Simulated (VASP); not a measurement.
A run of VASP 6.6.1 is set up as follows.

INCAR

```
SYSTEM = Al
PREC = Accurate
ENCUT = 520
EDIFF = 1E-7
ISMEAR = 0
SIGMA = 0.05
LREAL = .False.
LASPH = .True.
NELM = 80
ALGO = Normal
ISIF = 2
LWAVE = .False.
LCHARG = .False.
GGA = PE
NBANDS = 22
```

Contents of KPOINTS:

```
regular mesh
0
Gamma
  1 1 8
  0 0 0
```

File POSCAR:

```
Al
1.0
   13.1000000000      0.0000000000      0.0000000000
    0.0000000000     13.6000000000      0.0000000000
    0.0000000000      0.0000000000      7.0000085784
Al
8
Direct
    0.5944609453      0.5525320135      0.0000000000
    0.4685130182      0.3424039594      0.3333333333
    0.3425650912      0.5525320135      0.6666666667
    0.4685130182      0.5525320135      0.3333333333
    0.4055390547      0.4474679865      1.0000000000
    0.6574349088      0.4474679865      0.3333333333
    0.5314869818      0.6575960406      0.6666666667
    0.5314869818      0.4474679865      0.6666666667
```

Potentials or basis: VASP PAW PBE potentials, release 64 (Al).

Launch:

```bash
$ cat potpaw_PBE.64/Al/POTCAR > POTCAR
$ mpirun -np 1 vasp_std > vasp.out
```

Q: Estimate the largest force.

A: 0.593 eV/Å.

Forces in eV/Å, atoms in the order of the input:
```
Al  -0.230 -0.133  0.000
Al   0.048  0.583  0.098
Al   0.529 -0.249 -0.098
Al  -0.148  0.256  0.203
Al   0.230  0.133  0.000
Al  -0.529  0.249  0.098
Al  -0.048 -0.583 -0.098
Al   0.148 -0.256 -0.203
```
